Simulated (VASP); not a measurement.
Wanted: the native input for a VASP 6.6.1 run.

| Property | Result |
| --- | --- |
| Task | single point |
| Functional | PBE |
| Potentials or basis | VASP PAW PBE potentials, release 64 (K_sv, F) |
| Cutoff | 520 eV |
| k mesh | 8 × 8 × 8 |
| Occupations | gaussian, width 0.02 eV |
| Spin | no spin polarisation |
| Dipole correction | no |
| Further INCAR settings | ALGO = Normal; EDIFF = 1e-06; NBANDS = 15 |

The structure of KF lies in POSCAR:

```
KF
1.0
    0.0000000000      2.7093664282      2.7093664282
    2.7093664282      0.0000000000      2.7093664282
    2.7093664282      2.7093664282      0.0000000000
K F
1 1
Direct
    0.0000000000      0.0000000000      0.0000000000
    0.5000000000      0.5000000000      0.5000000000
```

These files were run (other wordings do the same):

INCAR

```
SYSTEM = KF
  ALGO = Normal
  EDIFF = 1E-6
  ENCUT = 520
  GGA = PE
  ISIF = 2
  ISMEAR = 0
  LASPH = .True.
  LCHARG = .False.
  LREAL = .False.
  LWAVE = .False.
  NBANDS = 15
  NELM = 80
  PREC = Accurate
  SIGMA = 0.02
```

KPOINTS

```
k-points
0
Gamma
  8 8 8
  0 0 0
```

Potentials or basis: VASP PAW PBE potentials, release 64 (K_sv, F).

Launch:

```console
$ cat potpaw_PBE.64/K_sv/POTCAR potpaw_PBE.64/F/POTCAR > POTCAR
$ mpirun -np 1 vasp_std > vasp.out
```

It gave:

| Property | Result |
| --- | --- |
| Pressure | 0.0 GPa |
| Band gap on the k mesh | 5.95 eV, direct |

Run time: 31 s on 1 thread of AMD EPYC 7R13, with other jobs on the host, peak memory 0.13 GiB.
